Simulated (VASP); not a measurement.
Hg, 2 atoms in the cell. The structure is hexagonal, space group P6_3/mmc (No. 194). Conventional cell: a = 3.512 Å, b = 3.512 Å, c = 5.615 Å, α = 90.00°, β = 90.00°, γ = 120.00°. Within 4.6 Å of Hg (site symmetry -6m2) lie 12 Hg at 3.46 to 3.51 Å.  This cell differs from its parent crystal: volume scaled by 1.08.

- Program: VASP 6.6.1
- Task: single point
- Functional: r2SCAN
- Potentials or basis: VASP PAW PBE potentials, release 64 (Hg)
- Cutoff: 520 eV
- k mesh: 12 × 12 × 7
- Occupations: fermi-dirac, width 0.1 eV
- Spin: no spin polarisation
- Dipole correction: no
- Further INCAR settings: ALGO = Normal; EDIFF = 1e-07; NBANDS = 19

Potentials or basis: VASP PAW PBE potentials, release 64 (Hg).

Command:

```bash
$ cat potpaw_PBE.64/Hg/POTCAR > POTCAR
$ cp INCAR.step1 INCAR
$ mpirun -np 1 vasp_std > vasp.out
$ cp INCAR.step2 INCAR
$ mpirun -np 1 vasp_std > vasp.out
```

Hardware: 1 thread of Intel(R) Xeon(R) Platinum 8488C (Sapphire Rapids) (shared host).

**Question.** Estimate the wall time of this run.

**Answer.** Wall time 5.7 min on 1 thread of Intel(R) Xeon(R) Platinum 8488C (Sapphire Rapids) (shared host), peak memory 0.23 GiB. Counts: k points 76.
